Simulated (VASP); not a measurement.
# Mo in VASP: a series of runs, part 2 of 2

VASP 6.6.1. The steps go on from the part before.

**3. Single point, PBE (strained)**

The input, INCAR:

```
PREC     = Accurate       # precision mode
ENCUT    = 520            # plane-wave cutoff, eV
EDIFF    = 1E-6           # SCF threshold, eV
ISMEAR   = 0              # smearing method
SIGMA    = 0.1            # smearing width, eV
LREAL    = F              # projectors in reciprocal space
LASPH    = T              # aspherical terms in the spheres
NELM     = 100            # most SCF steps
ALGO     = Fast           # electronic algorithm
ISIF     = 2              # what is computed and relaxed
LWAVE    = F              # write WAVECAR
LCHARG   = F              # write CHGCAR
GGA      = PE             # functional
NBANDS   = 13             # bands
```

The input, KPOINTS:

```
regular mesh
0
Gamma
  18 18 18
```

The input, POSCAR:

```
Mo
1.0
   -1.6203922400      1.6203922400      1.6203922400
    1.6203922400     -1.6203922400      1.6203922400
    1.6203922400      1.6203922400     -1.6203922400
Mo
1
Direct
    0.0000000000      0.0000000000      0.0000000000
```

Potentials or basis: VASP PAW PBE potentials, release 64 (Mo_sv).

Started as:

```
$ cat potpaw_PBE.64/Mo_sv/POTCAR > POTCAR
$ mpirun -np 1 vasp_std > vasp.out
```

OUTCAR:

```text
PREC = Accurate
   ENCUT = 520
   EDIFF = 1E-6
   ISMEAR = 0
   LREAL = F
   LASPH = T
   NELM = 100
   ISIF = 2
   GGA = PE

 ion  position               nearest neighbor table
   1  0.000  0.000  0.000-

  LATTYP: Found a body centered cubic cell.
 ALAT       =     3.2407844800

  Lattice vectors:

 A1 = (  -1.6203922400,   1.6203922400,   1.6203922400)
 A2 = (   1.6203922400,  -1.6203922400,   1.6203922400)
 A3 = (   1.6203922400,   1.6203922400,  -1.6203922400)

Analysis of symmetry for initial positions (statically):
=====================================================================
 Subroutine PRICEL returns:
 Original cell was already a primitive cell.

 Routine SETGRP: Setting up the symmetry group for a
 body centered cubic supercell.

 Subroutine GETGRP returns: Found 48 space group operations
 (whereof 48 operations were pure point group operations)
 out of a pool of 48 trial point group operations.

The static configuration has the point symmetry O_h .

Analysis of symmetry for dynamics (positions and initial velocities):
=====================================================================
 Subroutine PRICEL returns:
 Original cell was already a primitive cell.

 Routine SETGRP: Setting up the symmetry group for a
 body centered cubic supercell.

 Subroutine GETGRP returns: Found 48 space group operations
 (whereof 48 operations were pure point group operations)
 out of a pool of 48 trial point group operations.

The dynamic configuration has the point symmetry O_h .

 Subroutine INISYM returns: Found 48 space group operations
 (whereof 48 operations are pure point group operations),
 and found     1 'primitive' translations

----------------------------------------------------------------------------------------

                                     Primitive cell

  volume of cell :      17.0185

[... 109 lines left out ...]
  Thomas-Fermi vector in A             =   2.640944
   LORBIT       =      0    0 simple, 1 ext, 2 COOP (PROOUT), +10 PAW based schemes
   GGA     = PE    functional components
   LHFCALC =     F    Hartree Fock is set to
   AEXX    =    0.0000 exact exchange contribution
   IVDW    =     0    specifies the selected vdW correction
   LEPSILON=     F    determine dielectric tensor
   LRPA    =     F    only Hartree local field effects (RPA)
 non-spin polarized calculation
 RMM-DIIS sequential band-by-band and
 Gauss-broadening in eV      SIGMA  =   0.10
  energy-cutoff  :      520.00
  volume of cell :       17.02
 maximum number of plane-waves:       470
 NGX is ok and might be reduce to    24
   NGX = 11   NGY = 11   NGZ = 11

 number of electron      13.9999999 magnetization

 Free energy of the ion-electron system (eV)
  ---------------------------------------------------
  ext. energy  EPLUGINS =         0.00000000
  ---------------------------------------------------
  free energy    TOTEN  =       -10.87035730 eV

  energy without entropy =      -10.86703348  energy(sigma->0) =      -10.86869539

 E-fermi :  11.2754     XC(G=0): -12.9173

 val. band max:       11.2622088333   @ k =   0.3889   0.1111   0.0556
 cond. band min:      11.2826236076   @ k =  -0.1667   0.1667   0.1111
 fundamental gap:      0.0204147743
 Fermi energy:        11.2754101998

 k-point     1 :       0.0000    0.0000    0.0000
  band No.  band energies     occupation
      1     -50.0158      2.00000
      2     -23.4528      2.00000
      3     -23.4528      2.00000
      4     -23.4528      2.00000
      5       4.3352      2.00000
      6      10.0588      2.00000
      7      10.0588      2.00000
      8      10.0588      2.00000
      9      12.7801      0.00000
     10      12.7801      0.00000
     11      25.9586      0.00000
     12      25.9586      0.00000
     13      25.9586      0.00000
[... 354 lines left out ...]
  band No.  band energies     occupation
      1     -49.8291      2.00000
      2     -24.4520      2.00000
      3     -23.8258      2.00000
      4     -23.5054      2.00000
      5       6.8056      2.00000
      6       8.3842      2.00000
      7      11.1844      1.80202
      8      12.6647      0.00000
      9      13.6495      0.00000
     10      16.0580      0.00000
     11      21.8510      0.00000
     12      23.6819      0.00000
     13      27.1797      0.00000

 [... further k-points ...]
[... 5 lines left out ...]
  --------------------------------------------------------------------------------------
  -------------------------------------------------------------------------------------
  Total       -1.7189869     -1.7189869     -1.7189869      0.0000000      0.0000000      0.0000000
  in kB     -161.8313659   -161.8313659   -161.8313659      0.0000000      0.0000000      0.0000000
  external PRESSURE =    -161.8313659 kB  Pullay stress =       0.0000000 kB

 VOLUME and BASIS-vectors are now :
 -----------------------------------------------------------------------------
  energy-cutoff  :      520.00
  volume of cell :       17.02
      direct lattice vectors                 reciprocal lattice vectors
    -1.620392240  1.620392240  1.620392240     0.000000000  0.308567264  0.308567264
     1.620392240 -1.620392240  1.620392240     0.308567264  0.000000000  0.308567264
     1.620392240  1.620392240 -1.620392240     0.308567264  0.308567264  0.000000000

 POSITION                                       TOTAL-FORCE (eV/Angst)
 -----------------------------------------------------------------------------------
      0.00000      0.00000      0.00000        -0.000000      0.000000      0.000000
 -----------------------------------------------------------------------------------
    total drift:                                0.000000      0.000000      0.000000

  FREE ENERGIE OF THE ION-ELECTRON SYSTEM (eV)
  ---------------------------------------------------
  free  energy   TOTEN  =       -10.8703572989 eV

  energy  without entropy=      -10.8670334764  energy(sigma->0) =      -10.86869539
```

OSZICAR:

```text
N       E                     dE             d eps       ncg     rms          rms(c)
DAV:   1     0.915109044558E+02    0.91511E+02   -0.79772E+03  5118   0.109E+03
DAV:   2    -0.104225375332E+02   -0.10193E+03   -0.97938E+02  5795   0.306E+02
DAV:   3    -0.116038065141E+02   -0.11813E+01   -0.11770E+01  5800   0.329E+01
DAV:   4    -0.116066113363E+02   -0.28048E-02   -0.28048E-02  5505   0.196E+00
DAV:   5    -0.116066306832E+02   -0.19347E-04   -0.19346E-04  5920   0.145E-01    0.121E+01
RMM:   6    -0.109490811833E+02    0.65755E+00   -0.82834E-01  5088   0.832E+00    0.309E+00
RMM:   7    -0.108732049823E+02    0.75876E-01   -0.20840E-01  5198   0.408E+00    0.126E+00
RMM:   8    -0.108706569865E+02    0.25480E-02   -0.11353E-02  5504   0.117E+00    0.155E-01
RMM:   9    -0.108703659003E+02    0.29109E-03   -0.12673E-03  5582   0.369E-01    0.404E-02
RMM:  10    -0.108703588944E+02    0.70060E-05   -0.22688E-04  5726   0.161E-01    0.306E-02
RMM:  11    -0.108703577195E+02    0.11749E-05   -0.19603E-05  5614   0.558E-02    0.226E-03
RMM:  12    -0.108703572989E+02    0.42057E-06   -0.29718E-06  4583   0.220E-02
   1 F= -.10870357E+02 E0= -.10868695E+02  d E =-.332382E-02
```

stdout:

```text
POSCAR found type information on POSCAR Mo
 POSCAR found :  1 types and       1 ions
 scaLAPACK will be used
 LDA part: xc-table for (Slater+PW92), standard interpolation
 POSCAR, INCAR and KPOINTS ok, starting setup
 FFT: planning ... GRIDC
 FFT: planning ... GRID_SOFT
 FFT: planning ... GRID
 WAVECAR not read
 entering main loop
```

It took 23 s on 1 thread of Intel Xeon 6975P-C, shared host; peak memory 0.16 GiB.

Results:

```yaml
Free_energy: -10.8704 eV
Pressure: -16.2 GPa
Band_gap_on_the_k_mesh: zero (band 7 reaches 14.79 eV, above the bottom of band 8 at 10.06 eV)
```

Levels at points of the mesh, in eV from the Fermi level:
```
           k point  band 4  band 5  band 6  band 7  band 8  band 9  band 10  band 11
(0.00, 0.00, 0.00)  -34.73   -6.94   -1.22   -1.22   -1.22    1.50     1.50    14.68
(0.50, 0.00, 0.00)  -34.73   -4.83   -3.03    1.34    1.49    2.05     4.17    10.39
(0.50, 0.50, 0.50)  -35.47   -4.82   -4.82    3.51    3.51    3.51     8.43     8.43
```

Caveat: the cell differs from its parent crystal (strained).

**4. Single point, PBE (the cell strained at random)**

INCAR, as its differences from that of step 3:

```diff
@@ -2,3 +2,3 @@
 ENCUT    = 520            # plane-wave cutoff, eV
-EDIFF    = 1E-6           # SCF threshold, eV
+EDIFF    = 1E-7           # SCF threshold, eV
 ISMEAR   = 0              # smearing method
```

The input, KPOINTS:

```
regular mesh
0
Gamma
  16 16 16
```

The input, POSCAR:

```
Mo
1.0
   -1.5924912800      1.5948477800      1.5848405100
    1.5901033600     -1.5930882600      1.5806930700
    1.5963245200      1.5969215000     -1.5830809900
Mo
1
Direct
    0.0000000000      0.0000000000      0.0000000000
```

Potentials or basis: VASP PAW PBE potentials, release 64 (Mo_sv).

Started as:

```
$ cat potpaw_PBE.64/Mo_sv/POTCAR > POTCAR
$ mpirun -np 1 vasp_std > vasp.out
```

OUTCAR:

```text
PREC = Accurate
   ENCUT = 520
   EDIFF = 1E-7
   ISMEAR = 0
   LREAL = F
   LASPH = T
   NELM = 100
   ISIF = 2
   GGA = PE

 ion  position               nearest neighbor table
   1  0.000  0.000  0.000-

  LATTYP: Found a triclinic cell.
 ALAT       =     4.4928462331
 B/A-ratio  =     0.6137837222
 C/A-ratio  =     1.0026269991
 COS(alpha) =     0.0003110572
 COS(beta)  =     0.5008537401
 COS(gamma) =     0.8162175522

  Lattice vectors:

[... 555 lines left out ...]
      2     -22.6290      2.00000
      3     -22.5085      2.00000
      4     -22.4919      2.00000
      5       5.4776      2.00000
      6      10.6065      2.00000
      7      10.6861      2.00000
      8      11.3205      2.00000
      9      13.3379      0.00000
     10      13.8035      0.00000
     11      27.2421      0.00000
     12      27.6952      0.00000
     13      27.7829      0.00000

 [... further k-points ...]
[... 5 lines left out ...]
  --------------------------------------------------------------------------------------
  -------------------------------------------------------------------------------------
  Total       -0.5040450     -0.5562819     -0.2973688     -0.0252045     -0.0115952      0.0154801
  in kB      -50.1681813    -55.3673799    -29.5974622     -2.5086303     -1.1540792      1.5407531
  external PRESSURE =     -45.0443411 kB  Pullay stress =       0.0000000 kB

 VOLUME and BASIS-vectors are now :
 -----------------------------------------------------------------------------
  energy-cutoff  :      520.00
  volume of cell :       16.10
      direct lattice vectors                 reciprocal lattice vectors
    -1.592491280  1.594847780  1.584840510    -0.000140087  0.313131971  0.315728353
     1.590103360 -1.593088260  1.580693070     0.314068627 -0.000551467  0.316139733
     1.596324520  1.596921500 -1.583080990     0.313454644  0.312929368  0.000062517

 POSITION                                       TOTAL-FORCE (eV/Angst)
 -----------------------------------------------------------------------------------
      0.00000      0.00000      0.00000         0.000000     -0.000000     -0.000000
 -----------------------------------------------------------------------------------
    total drift:                                0.000000     -0.000000      0.000000

  FREE ENERGIE OF THE ION-ELECTRON SYSTEM (eV)
  ---------------------------------------------------
  free  energy   TOTEN  =       -10.9366533774 eV

  energy  without entropy=      -10.9343499879  energy(sigma->0) =      -10.93550168
```

stdout:

```text
POSCAR found type information on POSCAR Mo
 POSCAR found :  1 types and       1 ions
 scaLAPACK will be used
 LDA part: xc-table for (Slater+PW92), standard interpolation
 POSCAR, INCAR and KPOINTS ok, starting setup
 FFT: planning ... GRIDC
 FFT: planning ... GRID_SOFT
 FFT: planning ... GRID
 WAVECAR not read
 entering main loop
```

Wall time 4.2 min (1 thread of Intel Xeon 6975P-C, shared host); peak memory 0.49 GiB.

What came out:

```yaml
Free_energy: -10.9367 eV
Pressure: -4.5 GPa
Band_gap_on_the_k_mesh: zero (band 7 reaches 15.92 eV, above the bottom of band 8 at 10.87 eV)
```

Stress tensor (GPa, compression positive):
```
-5.02 -0.25  0.15
-0.25 -5.54 -0.12
 0.15 -0.12 -2.96
```

Levels at points of the mesh, in eV from the Fermi level:
```csv
k point,band 4,band 5,band 6,band 7,band 8,band 9,band 10,band 11
"(0.00, 0.00, 0.00)",-34.59,-7.13,-1.35,-1.29,-1.25,1.57,1.67,14.72
"(0.50, 0.00, 0.00)",-34.60,-5.14,-3.28,1.53,1.66,2.26,4.55,11.22
"(0.00, 0.50, 0.00)",-34.61,-5.14,-3.29,1.57,1.67,2.26,4.57,11.26
"(0.50, 0.50, 0.00)",-34.60,-5.13,-3.19,1.51,1.55,2.19,4.56,11.19
"(0.00, 0.00, 0.50)",-34.60,-5.13,-3.20,1.47,1.57,2.22,4.53,11.14
"(0.50, 0.00, 0.50)",-34.61,-5.14,-3.30,1.54,1.68,2.28,4.55,11.23
"(0.00, 0.50, 0.50)",-34.61,-5.14,-3.27,1.55,1.65,2.25,4.56,11.24
"(0.50, 0.50, 0.50)",-35.46,-5.22,-5.20,3.80,3.83,3.86,8.76,8.81
```

Caveat: the cell differs from its parent crystal (the cell strained at random).

**5. Single point, PBE**

This run uses another cell than the first one, of 15.51 Å³/atom, 0.991 times its volume.

The input, INCAR:

```
ALGO = Normal
EDIFF = 1E-6
ENCUT = 500
GGA = PE
GGA_COMPAT = False
ISIF = 2
ISMEAR = 0
LASPH = True
LCHARG = True
LELF = True
LREAL = False
LVHAR = True
LWAVE = False
NBANDS = 13
NELM = 120
PREC = Accurate
SIGMA = 0.1
```

The input, KPOINTS:

```
k-points
0
Gamma
  8 8 8
```

The input, POSCAR:

```
Mo
1.0
   -1.5710000000     -1.5710000000     -1.5710000000
    1.5710000000      1.5710000000     -1.5710000000
    1.5710000000     -1.5710000000      1.5710000000
Mo
1
Direct
    0.0000000000      0.0000000000      0.0000000000
```

Started as:

```
$ cat potpaw_PBE.64/Mo_sv/POTCAR > POTCAR
$ mpirun -np 1 vasp_std > vasp.out
```

It took 5 s on 1 thread of Intel Xeon Platinum 8259CL at 2.50GHz (Skylake/Cascade Lake), shared host; peak memory 0.12 GiB.

Results (log left out):

```
Free energy            : -10.9089 eV
Pressure               : 5.9 GPa
Band gap on the k mesh : zero (band 7 reaches 16.74 eV, above the bottom of band 8 at 11.34 eV)
```

Levels at points of the mesh, in eV from the Fermi level:
```tsv
k point	band 4	band 5	band 6	band 7	band 8	band 9	band 10	band 11
(0.00, 0.00, 0.00)	-34.41	-7.14	-1.26	-1.26	-1.26	1.79	1.79	14.96
(0.50, 0.00, 0.00)	-34.43	-5.25	-3.32	1.78	1.83	2.46	4.91	11.89
(0.50, 0.50, 0.50)	-35.40	-5.38	-5.38	4.14	4.14	4.14	9.25	9.25
```

**6. The runs side by side**

| cell | k mesh | cutoff (eV) | gap on the mesh (eV) | pressure (GPa) |
| --- | --- | --- | --- | --- |
| a = 2.729 Å, angles 109.5°, 1 atom | 18 × 18 × 18 | 520 | none | 2.9 |
| a = 2.807 Å, angles 109.5°, 1 atom | 18 × 18 × 18 | 520 | none | -16.2 |
| a = 2.755, b = 2.750, c = 2.758 Å, angles 109.3, 109.2, 109.8°, 1 atom | 16 × 16 × 16 | 520 | none | -4.5 |
| a = 2.721 Å, angles 109.5°, 1 atom | 8 × 8 × 8 | 500 | none | 5.9 |

Alike in all rows: task single point; level PBE; potentials or basis VASP PAW PBE potentials, release 64 (Mo_sv); no spin polarisation; smearing gaussian 0.1 eV.

Total energies depend on the potentials used, so only differences within one code and one set of settings carry meaning.
